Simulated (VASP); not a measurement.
A run of VASP 6.6.1 is set up as follows.

Contents of INCAR:

```
PREC = Accurate
ENCUT = 520
EDIFF = 1E-7
ISMEAR = 0
SIGMA = 0.15
LREAL = F
LASPH = T
NELM = 80
ALGO = Normal
ISIF = 2
LWAVE = F
LCHARG = T
GGA = CA
LELF = T
LVHAR = T
NBANDS = 64
```

The input KPOINTS:

```
regular mesh
0
Gamma
  4 4 4
```

The input POSCAR:

```
RuS2
1.0
    5.6106000000      0.0000000000      0.0000000000
    0.0000000000      5.6106000000      0.0000000000
    0.0000000000      0.0000000000      5.6106000000
Ru S
4 8
Direct
    0.0000000000      0.0000000000      0.0000000000
    0.5000000000      0.0000000000      0.5000000000
    0.5000000000      0.5000000000      0.0000000000
    0.0000000000      0.5000000000      0.5000000000
    0.3883100000      0.3883100000      0.3883100000
    0.1116900000      0.6116900000      0.8883100000
    0.8883100000      0.1116900000      0.6116900000
    0.6116900000      0.8883100000      0.1116900000
    0.6116900000      0.6116900000      0.6116900000
    0.8883100000      0.3883100000      0.1116900000
    0.1116900000      0.8883100000      0.3883100000
    0.3883100000      0.1116900000      0.8883100000
```

Potentials or basis: VASP PAW LDA potentials, release 64 (Ru_pv, S).

Run with:

```bash
$ cat potpaw_LDA.64/Ru_pv/POTCAR potpaw_LDA.64/S/POTCAR > POTCAR
$ mpirun -np 1 vasp_std > vasp.out
```

Problem. Predict the largest force.

Solution. 0.310 eV/Å.

Problem. Predict the band gap on the k mesh.

Solution. 0.71 eV (least direct gap 0.92 eV).

Forces on the atoms (eV/Å):
```
Ru   0.000  0.000  0.000
Ru   0.000  0.000  0.000
Ru   0.000  0.000  0.000
Ru   0.000  0.000  0.000
S   -0.179 -0.179 -0.179
S    0.179  0.179 -0.179
S   -0.179  0.179  0.179
S    0.179 -0.179  0.179
S    0.179  0.179  0.179
S   -0.179 -0.179  0.179
S    0.179 -0.179 -0.179
S   -0.179  0.179 -0.179
```

Caveat: the cell stands under tension. A k mesh can miss the band edges.
